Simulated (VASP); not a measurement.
# LaB (Fm-3m) in VASP: settings compared

LaB is run at these levels: PBE, r2SCAN; tasks: single point.

All numbers are computed with VASP 6.6.1; they aren't measurements. Logs are shortened: lines on timing, memory, paths and dates and some standing lists are left out, and cuts for length are marked.

### Step 1. The cell of the first run

The structure is cubic, space group Fm-3m (No. 225). The conventional cell has a = 5.855 Å, b = 5.855 Å, c = 5.855 Å, α = 90.00°, β = 90.00°, γ = 90.00°. La (site symmetry m-3m) has 6 B at 2.93 Å within 3.9 Å. Within 3.9 Å of B (site symmetry m-3m) lie 6 La at 2.93 Å.

### Step 2. Single point, PBE (volume scaled by 1.100)

INCAR reads:

```
  PREC = Accurate
  ENCUT = 520
  EDIFF = 1E-6
  ISMEAR = 0
  SIGMA = 0.05
  LREAL = False
  LASPH = True
  NELM = 80
  ALGO = Normal
  ISIF = 2
  LWAVE = False
  LCHARG = False
  GGA = PE
  NBANDS = 14
```

KPOINTS reads:

```
Automatic mesh
0
Gamma
  10 10 10
```

POSCAR reads:

```
LaB
1.0
    0.0000000000      2.9273221616      2.9273221616
    2.9273221616      0.0000000000      2.9273221616
    2.9273221616      2.9273221616      0.0000000000
La B
1 1
Direct
    0.5000000000      0.5000000000      0.5000000000
    0.0000000000      0.0000000000      0.0000000000
```

Potentials or basis: VASP PAW PBE potentials, release 64 (La, B).

Started as:

```
$ cat potpaw_PBE.64/La/POTCAR potpaw_PBE.64/B/POTCAR > POTCAR
$ mpirun -np 1 vasp_std > vasp.out
```

OUTCAR:

```text
PREC = Accurate
   ENCUT = 520
   EDIFF = 1E-6
   ISMEAR = 0
   LREAL = False
   LASPH = True
   NELM = 80
   ISIF = 2
   GGA = PE

 ion  position               nearest neighbor table
   1  0.500  0.500  0.500-   2 2.93   2 2.93   2 2.93   2 2.93   2 2.93   2 2.93
   2  0.000  0.000  0.000-   1 2.93   1 2.93   1 2.93   1 2.93   1 2.93   1 2.93

  LATTYP: Found a face centered cubic cell.
 ALAT       =     5.8546443232

  Lattice vectors:

 A1 = (   0.0000000000,   2.9273221616,   2.9273221616)
 A2 = (   2.9273221616,   0.0000000000,   2.9273221616)
 A3 = (   2.9273221616,   2.9273221616,   0.0000000000)

Analysis of symmetry for initial positions (statically):
=====================================================================
 Subroutine PRICEL returns:
 Original cell was already a primitive cell.

 Routine SETGRP: Setting up the symmetry group for a
 face centered cubic supercell.

 Subroutine GETGRP returns: Found 48 space group operations
 (whereof 48 operations were pure point group operations)
 out of a pool of 48 trial point group operations.

The static configuration has the point symmetry O_h .

Analysis of symmetry for dynamics (positions and initial velocities):
=====================================================================
 Subroutine PRICEL returns:
 Original cell was already a primitive cell.

 Routine SETGRP: Setting up the symmetry group for a
 face centered cubic supercell.

 Subroutine GETGRP returns: Found 48 space group operations
 (whereof 48 operations were pure point group operations)
 out of a pool of 48 trial point group operations.

The dynamic configuration has the point symmetry O_h .

 Subroutine INISYM returns: Found 48 space group operations
 (whereof 48 operations are pure point group operations),
 and found     1 'primitive' translations

----------------------------------------------------------------------------------------

                                     Primitive cell

  volume of cell :      50.1697

  direct lattice vectors                    reciprocal lattice vectors
     0.000000000  2.927322162  2.927322162    -0.170804569  0.170804569  0.170804569
     2.927322162  0.000000000  2.927322162     0.170804569 -0.170804569  0.170804569
     2.927322162  2.927322162  0.000000000     0.170804569  0.170804569 -0.170804569

  length of vectors
     4.139858702  4.139858702  4.139858702     0.295842192  0.295842192  0.295842192

  position of ions in fractional coordinates (direct lattice)
     0.500000000  0.500000000  0.500000000
     0.000000000  0.000000000  0.000000000

  ion indices of the primitive-cell ions
   primitive index   ion index
                 1           1
[... 80 lines left out ...]
   ISYM   =      2    0-nonsym 1-usesym 2-fastsym
   POTIM  = 0.5000    time-step for ionic-motion
   TEBEG  =    0.0;   TEEND  =   0.0 temperature during run
   PSTRESS=    0.0 pullay stress
   NELECT =      14.0000    total number of electrons
   NUPDOWN=      -1.0000    fix difference up-down
   EMIN   =  10.00;   EMAX   =-10.00  energy-range for DOS
   EFERMI =   0.00;   METHOD = LEGACY
   ISMEAR =     0;   SIGMA  =   0.05  broadening in eV -4-tet -1-fermi 0-gaus
   EFERMI_NEDOS =   21; number of points for ismear=-14 and -15
   IALGO  =     38    algorithm
   IMIX   =      4    mixing-type and parameters
     AMIX     =   0.40;   BMIX     =  1.00
     AMIX_MAG =   1.60;   BMIX_MAG =  1.00
  volume/ion in A,a.u.               =      25.08       169.28
  Fermi-wavevector in a.u.,A,eV,Ry     =   1.069803  2.021634 15.571564  1.144478
  Thomas-Fermi vector in A             =   2.205493
   LORBIT       =      0    0 simple, 1 ext, 2 COOP (PROOUT), +10 PAW based schemes
   GGA     = PE    functional components
   LHFCALC =     F    Hartree Fock is set to
   AEXX    =    0.0000 exact exchange contribution
   IVDW    =     0    specifies the selected vdW correction
   LEPSILON=     F    determine dielectric tensor
   LRPA    =     F    only Hartree local field effects (RPA)
 non-spin polarized calculation
 Gauss-broadening in eV      SIGMA  =   0.05
  energy-cutoff  :      520.00
  volume of cell :       50.17
 maximum number of plane-waves:      1369
   NGX = 15   NGY = 15   NGZ = 15

 number of electron      14.0000001 magnetization

 Free energy of the ion-electron system (eV)
  ---------------------------------------------------
  ext. energy  EPLUGINS =         0.00000000
  ---------------------------------------------------
  free energy    TOTEN  =       -10.38425146 eV

  energy without entropy =      -10.37531760  energy(sigma->0) =      -10.37978453

 E-fermi :   5.5983     XC(G=0):  -9.5075

 val. band max:        5.5962174869   @ k =   0.5000   0.3000   0.0000
 cond. band min:       5.6148348988   @ k =  -0.4000   0.3000   0.0000
 fundamental gap:      0.0186174119
 Fermi energy:         5.5982580024

 k-point     1 :       0.0000    0.0000    0.0000
  band No.  band energies     occupation
      1     -26.3558      2.00000
      2      -9.7671      2.00000
      3      -9.7671      2.00000
      4      -9.7671      2.00000
      5      -0.6109      2.00000
      6       6.7361      0.00000
      7       6.7361      0.00000
      8       6.7361      0.00000
      9       7.7325      0.00000
     10       7.7325      0.00000
     11       7.7325      0.00000
     12       7.9808      0.00000
     13       8.5936      0.00000
     14       8.5936      0.00000
[... 377 lines left out ...]
      1     -26.2889      2.00000
      2     -10.2630      2.00000
      3      -9.9650      2.00000
      4      -9.9435      2.00000
      5       0.3598      2.00000
      6       4.9830      2.00000
      7       5.7604      0.00000
      8       6.3575      0.00000
      9       6.7292      0.00000
     10       8.3088      0.00000
     11       8.3547      0.00000
     12       8.3979      0.00000
     13       8.4192      0.00000
     14       8.4909      0.00000

 [... further k-points ...]
[... 5 lines left out ...]
  --------------------------------------------------------------------------------------
  -------------------------------------------------------------------------------------
  Total       -1.4586141     -1.4586141     -1.4586141      0.0000000      0.0000000      0.0000000
  in kB      -46.5810676    -46.5810676    -46.5810676      0.0000000      0.0000000      0.0000000
  external PRESSURE =     -46.5810676 kB  Pullay stress =       0.0000000 kB

 VOLUME and BASIS-vectors are now :
 -----------------------------------------------------------------------------
  energy-cutoff  :      520.00
  volume of cell :       50.17
      direct lattice vectors                 reciprocal lattice vectors
     0.000000000  2.927322162  2.927322162    -0.170804569  0.170804569  0.170804569
     2.927322162  0.000000000  2.927322162     0.170804569 -0.170804569  0.170804569
     2.927322162  2.927322162  0.000000000     0.170804569  0.170804569 -0.170804569

 POSITION                                       TOTAL-FORCE (eV/Angst)
 -----------------------------------------------------------------------------------
      2.92732      2.92732      2.92732         0.000000     -0.000000      0.000000
      0.00000      0.00000      0.00000        -0.000000      0.000000     -0.000000
 -----------------------------------------------------------------------------------
    total drift:                               -0.000000     -0.000000      0.000000

  FREE ENERGIE OF THE ION-ELECTRON SYSTEM (eV)
  ---------------------------------------------------
  free  energy   TOTEN  =       -10.3842514630 eV

  energy  without entropy=      -10.3753176012  energy(sigma->0) =      -10.37978453
```

stdout:

```text
POSCAR found type information on POSCAR LaB
 POSCAR found :  2 types and       2 ions
 scaLAPACK will be used
 LDA part: xc-table for (Slater+PW92), standard interpolation
 POSCAR, INCAR and KPOINTS ok, starting setup
 FFT: planning ... GRIDC
 FFT: planning ... GRID_SOFT
 FFT: planning ... GRID
 WAVECAR not read
 entering main loop
```

It took 58 s on 1 thread of Intel Xeon 6975P-C, shared host; peak memory 0.21 GiB.

Results:

```
Free energy            : -10.3843 eV
Pressure               : -4.7 GPa
Band gap on the k mesh : zero (band 7 reaches 6.74 eV, above the bottom of band 8 at 4.99 eV)
```

Caveat: the cell differs from its parent crystal (volume scaled by 1.100); spin-orbit coupling is left out, which moves the levels of the heavy elements.

### Step 3. Single point, r2SCAN

This run uses another cell than the first one, of 22.80 Å³/atom, 0.909 times its volume.

POSCAR reads:

```
LaB
1.0
    0.0000000000      2.8357827665      2.8357827665
    2.8357827665      0.0000000000      2.8357827665
    2.8357827665      2.8357827665      0.0000000000
La B
1 1
Direct
    0.5000000000      0.5000000000      0.5000000000
    0.0000000000      0.0000000000      0.0000000000
```

INCAR.step1 reads:

```
ALGO = Normal
EDIFF = 1E-4
ENCUT = 520
GGA = PE
ISMEAR = 0
LASPH = T
LCHARG = F
LREAL = F
LWAVE = T
NBANDS = 14
NELM = 100
PREC = Accurate
SIGMA = 0.05
```

INCAR.step2 reads:

```
ALGO = Normal
EDIFF = 1E-6
ENCUT = 520
ISIF = 2
ISMEAR = 0
ISTART = 1
LASPH = T
LCHARG = F
LMIXTAU = T
LREAL = F
LWAVE = F
METAGGA = R2SCAN
NBANDS = 14
NELM = 100
PREC = Accurate
SIGMA = 0.05
```

KPOINTS reads:

```
k-points
0
Gamma
  10 10 10
```

Potentials or basis: VASP PAW PBE potentials, release 64 (La, B).

Started as:

```
$ cat potpaw_PBE.64/La/POTCAR potpaw_PBE.64/B/POTCAR > POTCAR
$ cp INCAR.step1 INCAR
$ mpirun -np 1 vasp_std > vasp.out
$ cp INCAR.step2 INCAR
$ mpirun -np 1 vasp_std > vasp.out
```

It took 4.5 min on 1 thread of Intel Xeon 6975P-C, shared host; peak memory 0.2 GiB.

Results (log left out):

```
Free energy            : -36.0493 eV
Pressure               : 1.0 GPa
Band gap on the k mesh : zero (band 7 reaches 7.76 eV, above the bottom of band 8 at 5.63 eV)
```

Levels at points of the mesh, in eV from the Fermi level:
```tsv
k point	band 4	band 5	band 6	band 7	band 8	band 9	band 10	band 11
(0.00, 0.00, 0.00)	-15.80	-6.82	1.21	1.21	1.21	2.35	2.35	2.35
(0.50, 0.00, 0.00)	-15.88	-4.27	-2.48	-0.92	-0.92	3.00	3.28	3.28
(0.50, 0.50, 0.00)	-16.13	-6.31	-0.01	0.66	1.24	1.24	3.40	3.48
```

Caveat: the PAW data sets were made with another functional, which shifts forces and pressure a little; spin-orbit coupling is left out, which moves the levels of the heavy elements.

(Continued in part 2 of 2.)
